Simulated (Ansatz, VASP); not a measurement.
# Rb2Hg in VASP and in Ansatz

```
Rb Hg
1.0
     0.00000    4.47332    4.47332
     4.47332    0.00000    4.47332
     4.47332    4.47332    0.00000
Rb Hg
2 1
Direct
  0.25000 0.25000 0.25000
  0.75000 0.75000 0.75000
  0.50000 0.50000 0.50000
```

Alike in both runs: task single point; functional r2SCAN; k mesh 10 × 10 × 10; occupations gaussian, width 0.1 eV; no spin polarisation.

|  | VASP | Ansatz |
| --- | --- | --- |
| version | VASP 6.6.1 | Ansatz 0.2.0 |
| potentials or method | VASP PAW PBE potentials, release 64 (Rb_sv, Hg), cutoff 520 eV | scalar-relativistic, plane waves, PAW |
| valence electrons in the cell | 30 | 38 |

|  | VASP | Ansatz | Ansatz less VASP |
| --- | --- | --- | --- |
| gap on the k mesh at the Fermi level (eV) | none | none | - |
| pressure (GPa) | -0.3 | -0.3 | +0.02 |

VASP's potentials were made for PBE, not for r2SCAN. A gap of «none» marks a metal or a gap that the smearing closes. The functional is the same, so the differences come from potentials, cutoffs and numerics. VASP's potentials hold 30 valence electrons a cell and Ansatz's 38, so a difference there can come from the potentials and not from the codes.

Spin-orbit coupling is off throughout.
